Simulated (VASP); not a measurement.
Wanted: the native input for a VASP 6.6.1 run.

* Task: single point
* Functional: PBE
* Potentials or basis: VASP PAW PBE potentials, release 64 (Os)
* Cutoff: 600 eV
* k mesh: 10 × 10 × 10
* Occupations: methfessel-paxton, width 0.1 eV
* Spin: no spin polarisation
* Dipole correction: no
* Further INCAR settings: ALGO = Normal; EDIFF = 1e-06; NBANDS = 10

The structure of Os lies in POSCAR:

```
Os
1.0
    0.0000000000      1.9220413878      1.9220413878
    1.9220413878      0.0000000000      1.9220413878
    1.9220413878      1.9220413878      0.0000000000
Os
1
Direct
    0.0000000000      0.0000000000      0.0000000000
```

This isn't the form of Os at room conditions, which is hcp.

These files were run (other wordings do the same):

INCAR

```
  PREC = Accurate
  ENCUT = 600
  EDIFF = 1E-6
  ISMEAR = 1
  SIGMA = 0.1
  LREAL = F
  LASPH = T
  NELM = 120
  ALGO = Normal
  ISIF = 2
  LWAVE = F
  LCHARG = F
  GGA = PE
  NBANDS = 10
  GGA_COMPAT = F
```

KPOINTS

```
Automatic mesh
0
Gamma
  10 10 10
```

Potentials or basis: VASP PAW PBE potentials, release 64 (Os).

The run is started by

```console
$ cat potpaw_PBE.64/Os/POTCAR > POTCAR
$ mpirun -np 1 vasp_std > vasp.out
```

Results of the run:

```json
{
  "Pressure": "4.3 GPa",
  "Band gap on the k mesh": "zero (bands 4 and 5 overlap by 3.89 eV)"
}
```

Caveat: the cell stands under pressure; spin-orbit coupling is left out, which moves the levels of the heavy elements.

Run time: 9 s on 1 thread of AMD EPYC 9R45 (Zen 5) (shared host), peak memory 0.11 GiB.
